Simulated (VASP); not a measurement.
# P3C2 (P-6m2) in VASP: further runs

P3C2 is run at these levels: PBE; tasks: single point, relaxation of cell and atoms.

Program: VASP 6.6.1. These are calculated values, not measurements. Logs are shortened: lines on timing, memory, paths and dates and some standing lists are left out, and cuts for length are marked.

### Step 1. The cell of the first run

The structure is hexagonal, space group P-6m2 (No. 187). The conventional cell has a = 2.936 Å, b = 2.936 Å, c = 8.861 Å, α = 90.00°, β = 90.00°, γ = 120.00°. Within 2.8 Å of P (site symmetry 3m) lie 3 C at 2.11 Å and 1 P at 2.52 Å. P (site symmetry -6m2) has 3 C at 1.69 Å within 2.3 Å. C (site symmetry -6m2) has 6 P at 2.11 Å within 2.8 Å. Within 2.3 Å of C (site symmetry -6m2) lie 3 P at 1.69 Å.

The cell was built from a structure type or drawn by symmetry, and may not be a known phase.

### Step 2. Single point, PBE

Input file INCAR:

```
PREC     = Accurate       # precision mode
ENCUT    = 520            # plane-wave cutoff, eV
EDIFF    = 1E-7           # SCF threshold, eV
ISMEAR   = 0              # smearing method
SIGMA    = 0.1            # smearing width, eV
LREAL    = False          # projectors in reciprocal space
LASPH    = True           # aspherical terms in the spheres
NELM     = 80             # most SCF steps
ALGO     = Normal         # electronic algorithm
ISIF     = 2              # what is computed and relaxed
LWAVE    = False          # write WAVECAR
LCHARG   = False          # write CHGCAR
GGA      = PE             # functional
NBANDS   = 20             # bands
```

Input file KPOINTS:

```
Automatic mesh
0
Gamma
  6 6 4
```

Input file POSCAR:

```
P3C2
1.0
    2.9356064180     -0.0000000020      0.0000000000
   -1.4678032073      2.5423097345      0.0000000000
    0.0000000000      0.0000000000      8.8613349737
P C
3 2
Direct
    0.0000000000      0.0000000000      0.6421910981
    0.0000000000      0.0000000000      0.3578089019
    0.6666666667      0.3333333333      0.0000000000
    0.6666666667      0.3333333333      0.5000000000
    0.3333333333      0.6666666667      0.0000000000
```

Potentials or basis: VASP PAW PBE potentials, release 64 (P, C).

Started as:

```bash
$ cat potpaw_PBE.64/P/POTCAR potpaw_PBE.64/C/POTCAR > POTCAR
$ mpirun -np 1 vasp_std > vasp.out
```

OUTCAR:

```text
PREC = Accurate
   ENCUT = 520
   EDIFF = 1E-7
   ISMEAR = 0
   LREAL = False
   LASPH = True
   NELM = 80
   ISIF = 2
   GGA = PE

 ion  position               nearest neighbor table
   1  0.000  0.000  0.642-   4 2.11   4 2.11   4 2.11   2 2.52
   2  0.000  0.000  0.358-   4 2.11   4 2.11   4 2.11   1 2.52
   3  0.667  0.333  0.000-   5 1.69   5 1.69   5 1.69
   4  0.667  0.333  0.500-   1 2.11   2 2.11   1 2.11   2 2.11   1 2.11   2 2.11
   5  0.333  0.667  0.000-   3 1.69   3 1.69   3 1.69

  LATTYP: Found a hexagonal cell.
 ALAT       =     2.9356064180
 C/A-ratio  =     3.0185705139

  Lattice vectors:

 A1 = (   2.9356064180,  -0.0000000020,   0.0000000000)
 A2 = (  -1.4678032073,   2.5423097345,   0.0000000000)
 A3 = (   0.0000000000,   0.0000000000,   8.8613349737)

Analysis of symmetry for initial positions (statically):
=====================================================================
 Subroutine PRICEL returns:
 Original cell was already a primitive cell.

 Routine SETGRP: Setting up the symmetry group for a
 hexagonal supercell.

 Subroutine GETGRP returns: Found 12 space group operations
 (whereof 12 operations were pure point group operations)
 out of a pool of 24 trial point group operations.

The static configuration has the point symmetry D_3h.

Analysis of symmetry for dynamics (positions and initial velocities):
=====================================================================
 Subroutine PRICEL returns:
 Original cell was already a primitive cell.

 Routine SETGRP: Setting up the symmetry group for a
 hexagonal supercell.

 Subroutine GETGRP returns: Found 12 space group operations
 (whereof 12 operations were pure point group operations)
 out of a pool of 24 trial point group operations.

The dynamic configuration has the point symmetry D_3h.

 Subroutine INISYM returns: Found 12 space group operations
 (whereof 12 operations are pure point group operations),
 and found     1 'primitive' translations

----------------------------------------------------------------------------------------

                                     Primitive cell

  volume of cell :      66.1341

  direct lattice vectors                    reciprocal lattice vectors
     2.935606418 -0.000000002  0.000000000     0.340645120  0.196671551  0.000000000
[... 88 lines left out ...]
   EDIFF  = 0.1E-06   stopping-criterion for ELM
   LREAL  =      F    real-space projection
   EDIFFG = 0.1E-05   stopping-criterion for IOM
   NSW    =      0    number of steps for IOM
   IBRION =     -1    ionic relax: 0-MD 1-quasi-New 2-CG
   NFREE  =      0    steps in history (QN), initial steepest desc. (CG)
   ISIF   =      2    stress and relaxation
   ISYM   =      2    0-nonsym 1-usesym 2-fastsym
   POTIM  = 0.5000    time-step for ionic-motion
   TEBEG  =    0.0;   TEEND  =   0.0 temperature during run
   PSTRESS=    0.0 pullay stress
   NELECT =      23.0000    total number of electrons
   NUPDOWN=      -1.0000    fix difference up-down
   EMIN   =  10.00;   EMAX   =-10.00  energy-range for DOS
   EFERMI =   0.00;   METHOD = LEGACY
   ISMEAR =     0;   SIGMA  =   0.10  broadening in eV -4-tet -1-fermi 0-gaus
   EFERMI_NEDOS =   21; number of points for ismear=-14 and -15
   IALGO  =     38    algorithm
   IMIX   =      4    mixing-type and parameters
     AMIX     =   0.40;   BMIX     =  1.00
     AMIX_MAG =   1.60;   BMIX_MAG =  1.00
  volume/ion in A,a.u.               =      13.23        89.26
  Fermi-wavevector in a.u.,A,eV,Ry     =   1.151266  2.175577 18.033340  1.325413
  Thomas-Fermi vector in A             =   2.287925
   LORBIT       =      0    0 simple, 1 ext, 2 COOP (PROOUT), +10 PAW based schemes
   GGA     = PE    functional components
   LHFCALC =     F    Hartree Fock is set to
   AEXX    =    0.0000 exact exchange contribution
   IVDW    =     0    specifies the selected vdW correction
   LEPSILON=     F    determine dielectric tensor
   LRPA    =     F    only Hartree local field effects (RPA)
 non-spin polarized calculation
 Gauss-broadening in eV      SIGMA  =   0.10
  energy-cutoff  :      520.00
  volume of cell :       66.13
 maximum number of plane-waves:      1821
 NGX is ok and might be reduce to    24
   NGX = 11   NGY = 11   NGZ = 33

 number of electron      22.9999999 magnetization

 Free energy of the ion-electron system (eV)
  ---------------------------------------------------
  ext. energy  EPLUGINS =         0.00000000
  ---------------------------------------------------
  free energy    TOTEN  =       -28.78589413 eV

  energy without entropy =      -28.77008804  energy(sigma->0) =      -28.77799108

 E-fermi :   7.9774     XC(G=0): -10.6951

 val. band max:        7.9720703289   @ k =   0.3333   0.0000   0.2500
 cond. band min:       7.9970070911   @ k =   0.5000  -0.0000   0.0000
 fundamental gap:      0.0249367622
 Fermi energy:         7.9773642835

 k-point     1 :       0.0000    0.0000    0.0000
  band No.  band energies     occupation
      1     -11.3057      2.00000
      2      -9.9858      2.00000
      3      -5.4080      2.00000
      4       0.0845      2.00000
      5       0.1911      2.00000
      6       2.2690      2.00000
[... 472 lines left out ...]
     19      14.5900      0.00000
     20      14.7617      0.00000

------------------------ aborting loop because EDIFF is reached ----------------------------------------

  FORCE on cell =-STRESS in cart. coord.  units (eV):
  Direction    XX          YY          ZZ          XY          YZ          ZX
  --------------------------------------------------------------------------------------
  -------------------------------------------------------------------------------------
  Total       -0.2497864     -0.2497864     -0.0274832      0.0000000     -0.0000000      0.0000000
  in kB       -6.0513735     -6.0513735     -0.6658130      0.0000000     -0.0000000      0.0000000
  external PRESSURE =      -4.2561867 kB  Pullay stress =       0.0000000 kB

 VOLUME and BASIS-vectors are now :
 -----------------------------------------------------------------------------
  energy-cutoff  :      520.00
  volume of cell :       66.13
      direct lattice vectors                 reciprocal lattice vectors
     2.935606418 -0.000000002  0.000000000     0.340645120  0.196671551  0.000000000
    -1.467803207  2.542309734  0.000000000     0.000000000  0.393343103  0.000000000
     0.000000000  0.000000000  8.861334974     0.000000000  0.000000000  0.112849814

 POSITION                                       TOTAL-FORCE (eV/Angst)
 -----------------------------------------------------------------------------------
      0.00000      0.00000      5.69067         0.000000     -0.000000     -0.054838
      0.00000      0.00000      3.17066         0.000000     -0.000000      0.054838
      1.46780      0.84744      0.00000        -0.000000      0.000000      0.000000
      1.46780      0.84744      4.43067        -0.000000     -0.000000      0.000000
      0.00000      1.69487      0.00000         0.000000     -0.000000      0.000000
 -----------------------------------------------------------------------------------
    total drift:                               -0.000001      0.000000      0.000000

  FREE ENERGIE OF THE ION-ELECTRON SYSTEM (eV)
  ---------------------------------------------------
  free  energy   TOTEN  =       -28.7858941293 eV

  energy  without entropy=      -28.7700880378  energy(sigma->0) =      -28.77799108
```

stdout:

```text
POSCAR found type information on POSCAR P C
 POSCAR found :  2 types and       5 ions
 scaLAPACK will be used
 LDA part: xc-table for (Slater+PW92), standard interpolation
 POSCAR, INCAR and KPOINTS ok, starting setup
 FFT: planning ... GRIDC
 FFT: planning ... GRID_SOFT
 FFT: planning ... GRID
 WAVECAR not read
 entering main loop
```

Run time: 27 s. Hardware: 1 thread of Intel Xeon Platinum 8259CL at 2.50GHz (Skylake/Cascade Lake), shared host; peak memory 0.19 GiB.

Results:

```yaml
Free_energy: -28.7859 eV
Pressure: -0.4 GPa
Largest_force: 0.055 eV/Å
Band_gap_on_the_k_mesh: zero (an odd number of electrons rules out a gap without spin polarisation)
```

Forces in eV/Å, atoms in the order of the input:
```
P    0.000  0.000 -0.055
P    0.000  0.000  0.055
P    0.000  0.000  0.000
C    0.000  0.000  0.000
C    0.000  0.000  0.000
```

Stress tensor (GPa, compression positive):
```
-0.61  0.00  0.00
 0.00 -0.61  0.00
 0.00  0.00 -0.07
```

Levels at points of the mesh, in eV from the Fermi level:
```csv
k point,band 9,band 10,band 11,band 12,band 13,band 14,band 15,band 16
"(0.00, 0.00, 0.00)",-2.02,-2.02,1.43,2.42,2.97,2.97,3.75,3.75
"(0.50, 0.00, 0.00)",-4.28,-4.12,-1.60,-1.59,0.02,1.32,1.34,1.99
"(0.00, 0.00, 0.50)",-2.02,-2.02,2.02,2.35,2.96,2.96,3.73,3.73
"(0.50, 0.00, 0.50)",-4.42,-4.37,-1.20,-0.75,-0.06,0.48,1.33,2.28
```

Caveat: the k points lie up to 0.41 Å⁻¹ apart, too coarse for converged energies and pressures of a metal; this functional lacks dispersion, which binds the layers, so the pressure and a relaxed spacing across them are unreliable.

### Step 3. Relaxation of cell and atoms, PBE

This run uses another cell than the first one, of 16.15 Å³/atom.

Input file INCAR:

```
PREC = Accurate
ENCUT = 600
EDIFF = 1E-6
ISMEAR = 0
SIGMA = 0.1
LREAL = F
LASPH = T
NELM = 60
ALGO = Normal
ISIF = 3
LWAVE = F
LCHARG = F
GGA = PE
IBRION = 2
NSW = 90
EDIFFG = -0.04
```

Input file KPOINTS:

```
regular mesh
0
Gamma
  6 6 4
```

Input file POSCAR:

```
P3C2
1.0
    4.2342045700      0.0000000000      0.0000000000
   -2.1171022800      3.6669287200      0.0000000000
    0.0000000000      0.0000000000      5.1994497700
P C
3 2
Direct
    0.0000000000      0.0000000000      0.7454000100
    0.0000000000      0.0000000000      0.2545999900
    0.6666666700      0.3333333300      0.0000000000
    0.6666666700      0.3333333300      0.5000000000
    0.3333333300      0.6666666700      0.0000000000
```

Potentials or basis: VASP PAW PBE potentials, release 64 (P, C).

Started as:

```bash
$ cat potpaw_PBE.64/P/POTCAR potpaw_PBE.64/C/POTCAR > POTCAR
$ mpirun -np 1 vasp_std > vasp.out
```

Wall time 12 min (1 thread of Intel Xeon Platinum 8259CL at 2.50GHz (Skylake/Cascade Lake), shared host); peak memory 0.23 GiB.

It converged, with:

```yaml
Free_energy: -28.5269 eV
Relaxed_volume: 12.30 Å³/atom
Relaxed_cell: a = 2.943 Å, b = 2.943 Å, c = 8.197 Å, α = 90.00°, β = 90.00°, γ = 120.00°
Space_group_after_relaxing_to_0.1_Å: P-6m2 (No. 187)
Energy_gained_by_relaxing: 1230.2 meV/atom
Ionic_steps: 36
Pressure_after_relaxing: 0.3 GPa
Largest_force_after_relaxing: 0.038 eV/Å
Band_gap_on_the_k_mesh: zero (an odd number of electrons rules out a gap without spin polarisation)
```

Forces on the atoms (eV/Å):
```
P    0.000  0.000  0.038
P    0.000  0.000 -0.038
P    0.000  0.000  0.000
C    0.000  0.000  0.000
C    0.000  0.000  0.000
```

Stress tensor (GPa, compression positive):
```
0.20 0.00 0.00
0.00 0.20 0.00
0.00 0.00 0.36
```

The path:
```
step  energy change (eV)  largest force (eV/Å)  pressure (GPa)  volume (Å³)
   1              0.0000                1.0345          -17.89        80.73
   2             -1.6342                1.1581           -3.78        61.45
   3             -1.6779                0.9844            0.82        58.68
   4             -1.7714                0.2699            1.81        58.53
   5             -1.7821                1.2796            3.71        58.32
   6             -1.7972                0.5330            2.80        58.42
   7             -1.8594                0.3760            1.62        58.96
   8             -2.0925                0.3930           -0.54        60.48
   9             -2.6057                0.4140           -2.87        62.98
  10             -4.2747                1.0062           -6.98        66.05
  11             -3.3015               10.1436           32.75        65.42
  12             -4.9381                6.1026            6.09        66.73
  13             -4.7109                7.4174           13.12        66.50
  14             -4.7295                7.2504           13.01        66.68
  15             -4.7699                6.7810           12.79        67.22
  16             -4.7896                6.1218           12.59        68.27
  17             -4.8233                6.0052           12.16        68.28
  18             -4.9192                5.6657           10.90        68.29
  19             -5.0888                5.0228            8.48        68.32
  20             -5.3459                3.8551            4.16        68.35
  21             -5.5819                1.8853           -2.71        68.31
  22             -5.5926                1.4574           -4.13        68.28
  23             -5.6345                1.2085           -3.86        67.98
  24             -5.7304                1.1262           -3.12        67.09
  25             -5.9370                1.4419           -0.98        65.29
  26             -5.9719                0.8481            7.44        61.61
  27             -6.0467                1.1630            2.16        63.49
  28             -6.0478                1.0737            3.03        63.15
  29             -6.0883                0.5776            0.58        63.67
  30             -6.1002                0.1505           -1.68        64.17
  31             -6.1146                0.1329           -1.44        63.76
  32             -6.1439                0.0750           -0.62        62.53
  33             -6.1319                0.0658            1.58        60.07
  34             -6.1511                0.0458            0.16        61.62
  35             -6.1511                0.0418            0.21        61.56
  36             -6.1511                0.0384            0.26        61.50
```

Final structure:
```
CELL_PARAMETERS angstrom
2.94348 0.00000 0.00000
-1.47174 2.54913 0.00000
0.00000 0.00000 8.19688
ATOMIC_POSITIONS crystal
P 0.00000 0.00000 0.65105
P 0.00000 0.00000 0.34895
P 0.66667 0.33333 0.00000
C 0.66667 0.33333 0.50000
C 0.33333 0.66667 0.00000
```

Levels at points of the mesh, in eV from the Fermi level:
| k point | band 9 | band 10 | band 11 | band 12 | band 13 | band 14 |
| --- | --- | --- | --- | --- | --- | --- |
| (0.00, 0.00, 0.00) | -2.35 | -1.57 | 1.35 | 2.35 | 2.84 | 2.84 |
| (0.50, 0.00, 0.00) | -4.36 | -4.12 | -1.84 | -1.71 | -0.07 | 1.18 |
| (0.00, 0.00, 0.50) | -2.35 | -2.35 | 1.69 | 2.49 | 2.80 | 3.50 |
| (0.50, 0.00, 0.50) | -4.73 | -4.68 | -0.92 | -0.46 | -0.23 | 0.55 |

Caveat: the volume moved by over 15 % at a fixed basis, so the end points are rough; this functional lacks dispersion, which binds the layers, so the pressure and a relaxed spacing across them are unreliable.
